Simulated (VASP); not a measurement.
# Nb in VASP: a series of runs, part 2 of 3

VASP 6.6.1. The steps go on from the part before.

## Step 4: Electric field gradients, PBE (xy shear strain of -1 %)

Input file INCAR:

```
SYSTEM = Nb
ALGO = Normal
EDIFF = 1E-8
ENCUT = 520
GGA = PE
ISIF = 2
ISMEAR = -1
LASPH = .True.
LCHARG = .False.
LEFG = .True.
LREAL = .False.
LWAVE = .False.
NBANDS = 12
NELM = 80
PREC = Accurate
SIGMA = 0.08
```

Input file KPOINTS:

```
k-points
0
Gamma
  13 13 13
  0 0 0
```

Input file POSCAR:

```
Nb
1.0
   -0.0105750000      2.1150000000      2.1150000000
    2.1150000000     -0.0105750000      2.1150000000
    2.1044250000      2.1044250000      0.0000000000
Nb
1
Direct
    0.0000000000      0.0000000000      0.0000000000
```

Potentials or basis: VASP PAW PBE potentials, release 64 (Nb_sv).

The run is started by

```console
cat potpaw_PBE.64/Nb_sv/POTCAR > POTCAR
mpirun -np 1 vasp_std > vasp.out
```

OUTCAR:

```text
SYSTEM = Nb
   EDIFF = 1E-8
   ENCUT = 520
   GGA = PE
   ISIF = 2
   ISMEAR = -1
   LASPH = .True.
   LREAL = .False.
   NELM = 80
   PREC = Accurate

 ion  position               nearest neighbor table
   1  0.000  0.000  0.000-

  LATTYP: Found a body centered orthorhombic cell.
 ALAT       =     2.9761063760
 B/A-ratio  =     1.0100502513
 C/A-ratio  =     1.4213201632

  Lattice vectors:

 A1 = (   0.0105750000,  -2.1150000000,  -2.1150000000)
[... 566 lines left out ...]
    total drift:                               -0.000000      0.000000     -0.000000

  FREE ENERGIE OF THE ION-ELECTRON SYSTEM (eV)
  ---------------------------------------------------
  free  energy   TOTEN  =        -9.9088381444 eV

  energy  without entropy=       -9.8759010391  energy(sigma->0) =       -9.89236959

 Electric field gradients (V/A^2)
---------------------------------------------------------------------
 ion       V_xx      V_yy      V_zz      V_xy      V_xz      V_yz
---------------------------------------------------------------------
   1       0.061     0.061    -0.121     1.136     0.000     0.000
---------------------------------------------------------------------

 Electric field gradients after diagonalization (V/A^2)
 (convention: |V_zz| > |V_xx| > |V_yy|)
----------------------------------------------------------------------
 ion       V_xx      V_yy      V_zz     asymmetry (V_yy - V_xx)/ V_zz
----------------------------------------------------------------------
   1      -1.075    -0.121     1.196       0.798
----------------------------------------------------------------------

           NMR quadrupolar parameters

 Cq : quadrupolar parameter    Cq=e*Q*V_zz/h
 eta: asymmetry parameters     (V_yy - V_xx)/ V_zz
 Q  : nuclear electric quadrupole moment in mb (millibarn)
----------------------------------------------------------------------
 ion       Cq(MHz)       eta       Q (mb)
----------------------------------------------------------------------
   1       0.003       0.798       1.000
----------------------------------------------------------------------
```

stdout:

```text
POSCAR found type information on POSCAR Nb
 POSCAR found :  1 types and       1 ions
 scaLAPACK will be used
 LDA part: xc-table for (Slater+PW92), standard interpolation
 POSCAR, INCAR and KPOINTS ok, starting setup
 FFT: planning ... GRIDC
 FFT: planning ... GRID_SOFT
 FFT: planning ... GRID
 WAVECAR not read
 entering main loop
ion   1
```

Run time: 25 s. Hardware: 1 thread of Intel Xeon 6975P-C (Granite Rapids), shared host; peak memory 0.19 GiB.

Results:

```yaml
Free_energy: -9.9088 eV
Pressure: -1.4 GPa
```

Electric field gradients, principal values (V/Å²):
| atom | least | middle | greatest (by size) |
| --- | --- | --- | --- |
| 1 Nb | -0.121 | -1.075 | 1.196 |

Caveat: the cell differs from its parent crystal (xy shear strain of -1 %); without QUAD_EFG the Cq values of the log hold for a quadrupole moment of 1 mb, not for the nuclei.

## Step 5: Electric field gradients, PBE (equal xy, yz and zx shear strains of -2 %)

Input file INCAR:

```
SYSTEM = Nb
ALGO = Normal ; EDIFF = 1E-8
ENCUT = 520 ; GGA = PE
ISIF = 2 ; ISMEAR = -1
LASPH = .True. ; LCHARG = .False.
LEFG = .True. ; LREAL = .False.
LWAVE = .False. ; NBANDS = 12
NELM = 100 ; PREC = Accurate
SIGMA = 0.08
```

KPOINTS is that of step 4.

Input file POSCAR:

```
Nb
1.0
   -0.0423000000      2.0938500000      2.0938500000
    2.0938500000     -0.0423000000      2.0938500000
    2.0938500000      2.0938500000     -0.0423000000
Nb
1
Direct
    0.0000000000      0.0000000000      0.0000000000
```

Potentials or basis: VASP PAW PBE potentials, release 64 (Nb_sv).

The run is started by

```console
cat potpaw_PBE.64/Nb_sv/POTCAR > POTCAR
mpirun -np 1 vasp_std > vasp.out
```

OUTCAR:

```text
SYSTEM = Nb
   EDIFF = 1E-8
   ENCUT = 520
   GGA = PE
   ISIF = 2
   ISMEAR = -1
   LASPH = .True.
   LREAL = .False.
   NELM = 100
   PREC = Accurate

 ion  position               nearest neighbor table
   1  0.000  0.000  0.000-

  LATTYP: Found a trigonal (rhomboedric) cell.
 ALAT       =     2.9614531796
 COS(alpha) =     0.4797000918

  Lattice vectors:

 A1 = (  -0.0423000000,   2.0938500000,   2.0938500000)
 A2 = (   2.0938500000,  -0.0423000000,   2.0938500000)
 A3 = (   2.0938500000,   2.0938500000,  -0.0423000000)

Analysis of symmetry for initial positions (statically):
=====================================================================
 Subroutine PRICEL returns:
 Original cell was already a primitive cell.

 Routine SETGRP: Setting up the symmetry group for a
 trigonal (rhombohedral) supercell.

 Subroutine GETGRP returns: Found 12 space group operations
 (whereof 12 operations were pure point group operations)
 out of a pool of 12 trial point group operations.

The static configuration has the point symmetry D_3d.

Analysis of symmetry for dynamics (positions and initial velocities):
=====================================================================
 Subroutine PRICEL returns:
 Original cell was already a primitive cell.

 Routine SETGRP: Setting up the symmetry group for a
 trigonal (rhombohedral) supercell.

 Subroutine GETGRP returns: Found 12 space group operations
 (whereof 12 operations were pure point group operations)
 out of a pool of 12 trial point group operations.

The dynamic configuration has the point symmetry D_3d.

 Subroutine INISYM returns: Found 12 space group operations
 (whereof 12 operations are pure point group operations),
 and found     1 'primitive' translations

----------------------------------------------------------------------------------------

                                     Primitive cell

  volume of cell :      18.9160

  direct lattice vectors                    reciprocal lattice vectors
    -0.042300000  2.093850000  2.093850000    -0.231677532  0.236454388  0.236454388
     2.093850000 -0.042300000  2.093850000     0.236454388 -0.231677532  0.236454388
     2.093850000  2.093850000 -0.042300000     0.236454388  0.236454388 -0.231677532

  length of vectors
     2.961453180  2.961453180  2.961453180     0.406811792  0.406811792  0.406811792

  position of ions in fractional coordinates (direct lattice)
     0.000000000  0.000000000  0.000000000

  ion indices of the primitive-cell ions
   primitive index   ion index
                 1           1

----------------------------------------------------------------------------------------

 KPOINTS: k-points

Automatic generation of k-mesh.
 Grid dimensions read from file:
 generate k-points for:   13   13   13

 Generating k-lattice:

[... 60 lines left out ...]
   NELM   =    100;   NELMIN=  2; NELMDL= -5     # of ELM steps
   EDIFF  = 0.1E-07   stopping-criterion for ELM
   LREAL  =      F    real-space projection
   EDIFFG = 0.1E-06   stopping-criterion for IOM
   NSW    =      0    number of steps for IOM
   IBRION =     -1    ionic relax: 0-MD 1-quasi-New 2-CG
   NFREE  =      0    steps in history (QN), initial steepest desc. (CG)
   ISIF   =      2    stress and relaxation
   ISYM   =      2    0-nonsym 1-usesym 2-fastsym
   POTIM  = 0.5000    time-step for ionic-motion
   TEBEG  =    0.0;   TEEND  =   0.0 temperature during run
   PSTRESS=    0.0 pullay stress
   NELECT =      13.0000    total number of electrons
   NUPDOWN=      -1.0000    fix difference up-down
   EMIN   =  10.00;   EMAX   =-10.00  energy-range for DOS
   EFERMI =   0.00;   METHOD = LEGACY
   ISMEAR =    -1;   SIGMA  =   0.08  broadening in eV -4-tet -1-fermi 0-gaus
   EFERMI_NEDOS =   21; number of points for ismear=-14 and -15
   IALGO  =     38    algorithm
   IMIX   =      4    mixing-type and parameters
     AMIX     =   0.40;   BMIX     =  1.00
     AMIX_MAG =   1.60;   BMIX_MAG =  1.00
  volume/ion in A,a.u.               =      18.92       127.65
  Fermi-wavevector in a.u.,A,eV,Ry     =   1.444705  2.730097 28.397723  2.087174
  Thomas-Fermi vector in A             =   2.562970
   LORBIT       =      0    0 simple, 1 ext, 2 COOP (PROOUT), +10 PAW based schemes
   GGA     = PE    functional components
[... 5 lines left out ...]
 non-spin polarized calculation
  energy-cutoff  :      520.00
  volume of cell :       18.92
 maximum number of plane-waves:       531
 NGX is ok and might be reduce to    24
   NGX = 11   NGY = 11   NGZ = 11

 number of electron      13.0000000 magnetization

 Free energy of the ion-electron system (eV)
  ---------------------------------------------------
  ext. energy  EPLUGINS =         0.00000000
  ---------------------------------------------------
  free energy    TOTEN  =        -9.91116462 eV

  energy without entropy =       -9.87737903  energy(sigma->0) =       -9.89427182

 E-fermi :  10.8348     XC(G=0): -12.2507

 val. band max:       10.8276022788   @ k =   0.4615   0.0769   0.0769
 cond. band min:      10.8357250129   @ k =  -0.3846   0.0769   0.0769
 fundamental gap:      0.0081227341
 Fermi energy:        10.8347874242

 k-point     1 :       0.0000    0.0000    0.0000
  band No.  band energies     occupation
      1     -43.9426      2.00000
      2     -19.3683      2.00000
      3     -19.3683      2.00000
      4     -19.2920      2.00000
      5       4.6520      2.00000
      6      10.8034      1.19347
      7      10.8034      1.19347
      8      11.2800      0.00763
      9      13.5472      0.00000
     10      13.5472      0.00000
     11      22.6659      0.00000
     12      27.1863      0.00000
[... 331 lines left out ...]
 k-point    24 :       0.4615    0.1538    0.0000
  band No.  band energies     occupation
      1     -43.7550      2.00000
      2     -20.3632      2.00000
      3     -19.6218      2.00000
      4     -19.5233      2.00000
      5       7.6703      2.00000
      6       9.8027      2.00000
      7      10.7500      1.48535
      8      11.7506      0.00002
      9      15.5213      0.00000
     10      15.9456      0.00000
     11      21.4260      0.00000
     12      24.3313      0.00000

 [... further k-points ...]
[... 5 lines left out ...]
  --------------------------------------------------------------------------------------
  -------------------------------------------------------------------------------------
  Total       -0.1786639     -0.1786639     -0.1786639     -0.0748464     -0.0748464     -0.0748464
  in kB      -15.1327335    -15.1327335    -15.1327335     -6.3394508     -6.3394508     -6.3394508
  external PRESSURE =     -15.1327335 kB  Pullay stress =       0.0000000 kB

 VOLUME and BASIS-vectors are now :
 -----------------------------------------------------------------------------
  energy-cutoff  :      520.00
  volume of cell :       18.92
      direct lattice vectors                 reciprocal lattice vectors
    -0.042300000  2.093850000  2.093850000    -0.231677532  0.236454388  0.236454388
     2.093850000 -0.042300000  2.093850000     0.236454388 -0.231677532  0.236454388
     2.093850000  2.093850000 -0.042300000     0.236454388  0.236454388 -0.231677532

 POSITION                                       TOTAL-FORCE (eV/Angst)
 -----------------------------------------------------------------------------------
      0.00000      0.00000      0.00000        -0.000000      0.000000      0.000000
 -----------------------------------------------------------------------------------
    total drift:                                0.000000      0.000000     -0.000000

  FREE ENERGIE OF THE ION-ELECTRON SYSTEM (eV)
  ---------------------------------------------------
  free  energy   TOTEN  =        -9.9111646155 eV

  energy  without entropy=       -9.8773790341  energy(sigma->0) =       -9.89427182

 Electric field gradients (V/A^2)
---------------------------------------------------------------------
 ion       V_xx      V_yy      V_zz      V_xy      V_xz      V_yz
---------------------------------------------------------------------
   1      -0.000    -0.000    -0.000     2.463     2.463     2.463
---------------------------------------------------------------------

 Electric field gradients after diagonalization (V/A^2)
 (convention: |V_zz| > |V_xx| > |V_yy|)
----------------------------------------------------------------------
 ion       V_xx      V_yy      V_zz     asymmetry (V_yy - V_xx)/ V_zz
----------------------------------------------------------------------
   1      -2.463    -2.463     4.925       0.000
----------------------------------------------------------------------

           NMR quadrupolar parameters

 Cq : quadrupolar parameter    Cq=e*Q*V_zz/h
 eta: asymmetry parameters     (V_yy - V_xx)/ V_zz
 Q  : nuclear electric quadrupole moment in mb (millibarn)
----------------------------------------------------------------------
 ion       Cq(MHz)       eta       Q (mb)
----------------------------------------------------------------------
   1       0.012       0.000       1.000
----------------------------------------------------------------------
```

It took 17 s on 1 thread of Intel Xeon 6975P-C (Granite Rapids), shared host; peak memory 0.17 GiB.

Results:

| Property | Result |
| --- | --- |
| Free energy | -9.9112 eV |
| Pressure | -1.5 GPa |

Levels at points of the mesh, in eV from the Fermi level:
```
           k point  band 4  band 5  band 6  band 7  band 8  band 9
(0.00, 0.00, 0.00)  -30.13   -6.18   -0.03   -0.03    0.45    2.71
```

Electric field gradients, principal values (V/Å²):
```tsv
atom	least	middle	greatest (by size)
1 Nb	-2.463	-2.463	4.925
```

Caveat: the cell differs from its parent crystal (equal xy, yz and zx shear strains of -2 %); without QUAD_EFG the Cq values of the log hold for a quadrupole moment of 1 mb, not for the nuclei.

[end of part 2 of 3]
